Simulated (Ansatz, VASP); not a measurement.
# Two plane-wave programs on ZnS

The input POSCAR:

```
ZnS
1.0
    3.8109987816      0.0000000000      0.0000000000
   -1.9054993908      3.3004217586      0.0000000000
    0.0000000000      0.0000000000      6.2340000000
Zn S
2 2
Direct
    0.3549060809      0.6666666667      0.0000000000
    0.6450939191      0.3333333333      0.5000000000
    0.3858130142      0.6666666667      0.3850000000
    0.6141869858      0.3333333333      0.8850000000
```

Contents of INCAR.step1:

```
  PREC = Accurate
  ENCUT = 520
  ISMEAR = 0
  SIGMA = 0.05
  LREAL = False
  LASPH = True
  NELM = 80
  NBANDS = 26
  GGA = PE
  ALGO = Normal
  EDIFF = 1E-4
  LWAVE = True
  LCHARG = False
```

File INCAR.step2:

```
  PREC = Accurate
  ENCUT = 520
  EDIFF = 1E-7
  ISMEAR = 0
  SIGMA = 0.05
  LREAL = False
  LASPH = True
  NELM = 80
  ALGO = Normal
  ISIF = 2
  LWAVE = False
  LCHARG = False
  METAGGA = R2SCAN
  LMIXTAU = True
  NBANDS = 26
  ISTART = 1
```

File KPOINTS:

```
regular mesh
0
Gamma
  6 6 4
```

Input for Ansatz:

```yaml
crystal:
  lattice:
    - [3.8109987816, 0.0, 0.0]
    - [-1.9054993908, 3.3004217586, 0.0]
    - [0.0, 0.0, 6.234]
  atoms:
    - { symbol: Zn, position: [0.3549060809, 0.6666666667, 0.0] }
    - { symbol: Zn, position: [0.6450939191, 0.3333333333, 0.5] }
    - { symbol: S, position: [0.3858130142, 0.6666666667, 0.385] }
    - { symbol: S, position: [0.6141869858, 0.3333333333, 0.885] }
basis:
  ecutwfc: 500
kpoints:
  mp_grid: { grid: [6, 6, 4] }
hamiltonian:
  xc: r2scan
scf:
  occupations: { method: gaussian, width: 0.05 }
output:
  forces: true
  stress: true
  eigenvalues: true
```

Change from the starting cell: mode 10 (298.8 1/cm) frozen in, largest displacement -0.200 Å.

Alike in both runs: task single point; functional r2SCAN; k mesh 6 × 6 × 4; occupations gaussian, width 0.05 eV; no spin polarisation.

```csv
,VASP,Ansatz
version,VASP 6.6.1,Ansatz 0.2.0
potentials or method,"VASP PAW PBE potentials, release 64 (Zn, S), cutoff 520 eV","scalar-relativistic, plane waves, PAW"
valence electrons in the cell,36,36
```

|  | VASP | Ansatz | Ansatz less VASP |
| --- | --- | --- | --- |
| gap on the k mesh at the Fermi level (eV) | 2.75 | 2.74 | -0.008 |
| least direct gap on the mesh (eV) | 2.75 | 2.74 | -0.008 |
| pressure (GPa) | 3.9 | 3.7 | -0.14 |
| traceless stress, the component that is largest in VASP (GPa) | -8.74 | -8.67 | +0.063 |
| rms of the force components (eV/Å) | 1.487 | 1.467 | -0.0204 |

VASP's potentials were made for PBE, not for r2SCAN. Atom by atom the forces differ by 0.021 eV/Å (rms over components).
